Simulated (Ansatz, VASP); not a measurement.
**Cu in VASP and in Ansatz**

```
Cu
1.0
     0.00000    1.80750    1.75327
     1.80750    0.00000    1.75327
     1.80750    1.80750    0.00000
Cu
1
Direct
  0.00000 0.00000 0.00000
```

Change from the starting cell: strain +0.000 along x and y, -0.030 along z, atoms carried along.

Alike in both runs: task single point; functional LDA; k mesh 22 × 22 × 22; occupations gaussian, width 0.15 eV; no spin polarisation.

```csv
,VASP,Ansatz
version,VASP 6.6.1,Ansatz 0.2.0
potentials or method,"VASP PAW LDA potentials, release 64 (Cu), cutoff 520 eV","scalar-relativistic, plane waves, PAW"
valence electrons in the cell,11,19
```

```tsv
	VASP	Ansatz	Ansatz less VASP
gap on the k mesh at the Fermi level (eV)	none	none	-
pressure (GPa)	-7.6	-8.4	-0.86
traceless stress, the component that is largest in VASP (GPa)	1.13	1.13	+0.005
```

LDA's correlation is that of Perdew and Zunger in VASP and of Perdew and Wang (1992) in Ansatz. A gap of «none» marks a metal or a gap that the smearing closes. VASP's potentials hold 11 valence electrons a cell and Ansatz's 19, so a difference there can come from the potentials and not from the codes.
